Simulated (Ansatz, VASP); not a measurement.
One calculation of MnC6, two programs

The input INCAR:

```
PREC = Accurate
ENCUT = 600
EDIFF = 1E-6
ISMEAR = 0
SIGMA = 0.2
LREAL = F
LASPH = T
NELM = 150
ALGO = Normal
ISIF = 3
LWAVE = F
LCHARG = F
ISPIN = 2
MAGMOM = 4 0 0 0 0 0 0
LORBIT = 11
LMAXMIX = 4
GGA = PE
IBRION = 2
NSW = 36
EDIFFG = -0.08
```

Contents of KPOINTS:

```
regular mesh
0
Gamma
  4 4 4
```

Contents of POSCAR:

```
MnC6
1.0
    4.2657803900      0.0000000000      0.0000000000
   -2.1328902000      3.6942741900      0.0000000000
    0.0000000000      0.0000000000      4.6129194200
Mn C
1 6
Direct
    0.0000000000      0.0000000000      0.0000000000
    0.3328968300      0.0000000000      0.5000000000
    0.6671031700      0.0000000000      0.5000000000
    0.0000000000      0.3328968300      0.5000000000
    0.0000000000      0.6671031700      0.5000000000
    0.6671031700      0.6671031700      0.5000000000
    0.3328968300      0.3328968300      0.5000000000
```

Input for Ansatz:

```yaml
crystal:
  lattice:
    - [4.26578039, 0.0, 0.0]
    - [-2.1328902, 3.69427419, 0.0]
    - [0.0, 0.0, 4.61291942]
  atoms:
    - { symbol: Mn, position: [0.0, 0.0, 0.0], spin: 4.0 }
    - { symbol: C, position: [0.33289683, 0.0, 0.5] }
    - { symbol: C, position: [0.66710317, 0.0, 0.5] }
    - { symbol: C, position: [0.0, 0.33289683, 0.5] }
    - { symbol: C, position: [0.0, 0.66710317, 0.5] }
    - { symbol: C, position: [0.66710317, 0.66710317, 0.5] }
    - { symbol: C, position: [0.33289683, 0.33289683, 0.5] }
basis:
  ecutwfc: 420
kpoints:
  mp_grid: { grid: [4, 4, 4] }
hamiltonian:
  xc: pbe
scf:
  occupations: { method: gaussian, width: 0.2 }
  lower_state_search: "off"
output:
  forces: true
  stress: true
  eigenvalues: true
  populations: true
magnetization:
  spin_polarized: true
relax:
  adjacent_minimum: "off"
  f_tol: 0.08
  max_steps: 16
  cell: { stress_tol: 0.8 }
```

Change from the starting cell: species swapped into the SmC6 type (P6/mmm, No. 191).

Alike in both runs: task relaxation of cell and atoms; functional PBE; k mesh 4 × 4 × 4; occupations gaussian, width 0.2 eV; collinear spin.

|  | VASP | Ansatz |
| --- | --- | --- |
| version | VASP 6.6.1 | Ansatz 0.2.0 |
| potentials or method | VASP PAW PBE potentials, release 64 (Mn_pv, C), cutoff 600 eV | scalar-relativistic, plane waves, PAW |
| valence electrons in the cell | 37 | 39 |

|  | VASP | Ansatz | Ansatz less VASP |
| --- | --- | --- | --- |
| gap on the k mesh at the Fermi level, each at its own relaxed structure (eV) | none | none | - |
| net moment per atom (μB) | 0.43 | 0.43 | +0.002 |
| size of the moment on the site where the two differ most (μB) | 3.12 | 3.00 | -0.124 |
| relaxed volume (Å³/atom) | 8.53 | 8.56 | +0.030 |
| relaxed length of the cell vector where the two differ most in proportion (Å) | 3.643 | 3.655 | +0.0114 |

Site moments also hang on the region over which each program counts them. A gap of «none» marks a metal or a gap that the smearing closes. VASP's potentials hold 37 valence electrons a cell and Ansatz's 39, so a difference there can come from the potentials and not from the codes.

The k mesh is coarse, so the values compare programs but aren't converged. Noted on VASP's run: the volume moved by over 15 % at a fixed basis, so the end points are rough.
